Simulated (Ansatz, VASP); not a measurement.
Be3Te2: VASP beside Ansatz

```
Be Te
1.0
     4.79726    0.00000    0.00000
     0.00000    4.79726    0.00000
     0.00000    0.00000    4.79726
Be Te
3 2
Direct
  0.00000 0.50000 0.50000
  0.50000 0.00000 0.50000
  0.50000 0.50000 0.00000
  0.00000 0.00000 0.00000
  0.50000 0.50000 0.50000
```

Alike in both runs: functional PBE; k mesh 4 × 4 × 4; occupations gaussian, width 0.1 eV; no spin polarisation.

Ansatz relaxed the structure, and its values are those at the end. VASP's run is a single point on that final structure, the one shown.

|  | VASP | Ansatz |
| --- | --- | --- |
| version | VASP 6.6.1 | Ansatz 0.2.0 |
| potentials or method | VASP PAW PBE potentials, release 64 (Be, Te), cutoff 520 eV | scalar-relativistic, plane waves, PAW |
| valence electrons in the cell | 18 | 38 |

```csv
,VASP,Ansatz,Ansatz less VASP
gap on the k mesh at the Fermi level (eV),none,none,-
pressure (GPa),0.1,0.0,-0.12
```

A gap of «none» marks a metal or a gap that the smearing closes. VASP's potentials hold 18 valence electrons a cell and Ansatz's 38, so a difference there can come from the potentials and not from the codes.

Spin-orbit coupling is off throughout.
